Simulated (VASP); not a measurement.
The system is Rh.

```
CELL_PARAMETERS angstrom
2.45806 0.00000 0.00000
0.00000 2.45806 0.00000
0.00000 0.00000 2.45806
ATOMIC_POSITIONS crystal
Rh 0.00000 0.00000 0.00000
```

```yaml
Program: VASP 6.6.1
Task: relaxation of cell and atoms
Functional: BLYP
Potentials_or_basis: VASP PAW PBE potentials, release 64 (Rh_pv)
Cutoff: 600 eV
k_mesh: 13 × 13 × 13
Occupations: fermi-dirac, width 0.1 eV
Spin: no spin polarisation
```

At the start: pressure 34.5 GPa; volume 14.85 Å³/atom.

Task: How do energy, volume and symmetry change on relaxing?

Result: Over 5 steps the energy falls by 225.1 meV/atom and the volume is 17.29 Å³/atom (+16.4 %); space group Pm-3m (No. 221, to 0.05 Å).

Step by step:
```tsv
step	energy change (eV)	largest force (eV/Å)	pressure (GPa)	volume (Å³)
1	0.0000	0.0000	34.45	14.85
2	0.2446	0.0000	-20.32	22.83
3	-0.2237	0.0000	-1.82	17.53
4	-0.2250	0.0000	-0.59	17.37
5	-0.2251	0.0000	0.07	17.29
```

Final structure:
```
CELL_PARAMETERS angstrom
2.58580 0.00000 0.00000
0.00000 2.58580 0.00000
0.00000 0.00000 2.58580
ATOMIC_POSITIONS crystal
Rh 0.00000 0.00000 0.00000
```

Caveat: the volume moved by over 15 % at a fixed basis, so the end points are rough; the PAW data sets were made with another functional, which shifts forces and pressure a little.
